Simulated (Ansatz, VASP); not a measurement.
## C: VASP beside Ansatz

INCAR

```
ALGO = Normal
EDIFF = 1E-6
ENCUT = 600
GGA_COMPAT = F
ISIF = 2
ISMEAR = -1
LASPH = T
LCHARG = F
LREAL = F
LWAVE = F
NBANDS = 11
NELM = 120
PREC = Accurate
SIGMA = 0.05
```

KPOINTS

```
k-points
0
Gamma
  13 13 13
```

File POSCAR:

```
C
1.0
    0.0000000000      1.7857835700      1.7857835700
    1.7857835700      0.0000000000      1.7857835700
    1.7857835700      1.7857835700      0.0000000000
C
2
Direct
    0.0000000000      0.0000000000      0.0000000000
    0.2500000000      0.2500000000      0.2500000000
```

Input for Ansatz:

```yaml
crystal:
  lattice:
    - [0.0, 1.78578357, 1.78578357]
    - [1.78578357, 0.0, 1.78578357]
    - [1.78578357, 1.78578357, 0.0]
  atoms:
    - { symbol: C, position: [0.0, 0.0, 0.0] }
    - { symbol: C, position: [0.25, 0.25, 0.25] }
kpoints:
  mp_grid: { grid: [13, 13, 13] }
  band_path:
    path:
      - [0.0, 0.0, 0.0]
      - [0.5, 0.0, 0.5]
      - [0.625, 0.25, 0.625]
      - [0.375, 0.375, 0.75]
      - [0.0, 0.0, 0.0]
      - [0.5, 0.5, 0.5]
      - [0.5, 0.25, 0.75]
      - [0.5, 0.0, 0.5]
    npoints: 5
scf:
  occupations: { method: fermi_dirac, width: 0.05 }
hamiltonian:
  xc: lda
  pseudopotentials: { kind: all_electron, lapw: { basis_error: 0.0005 } }
output:
  forces: true
  stress: true
  eigenvalues: true
```

Alike in both runs: task single point; functional LDA; k mesh 13 × 13 × 13; occupations fermi-dirac, width 0.05 eV; no spin polarisation.

```csv
,VASP,Ansatz
version,VASP 6.6.1,Ansatz 0.2.0
potentials or method,"VASP PAW LDA potentials, release 64 (C), cutoff 600 eV","all-electron LAPW, scalar-relativistic"
```

|  | VASP | Ansatz | Ansatz less VASP |
| --- | --- | --- | --- |
| gap on the k mesh at the Fermi level (eV) | 4.10 | 4.10 | +0.005 |
| pressure (GPa) | -14.1 | -14.7 | -0.60 |

LDA's correlation is that of Perdew and Zunger in VASP and of Perdew and Wang (1992) in Ansatz. Ansatz ran all-electron here, and VASP with PAW potentials.
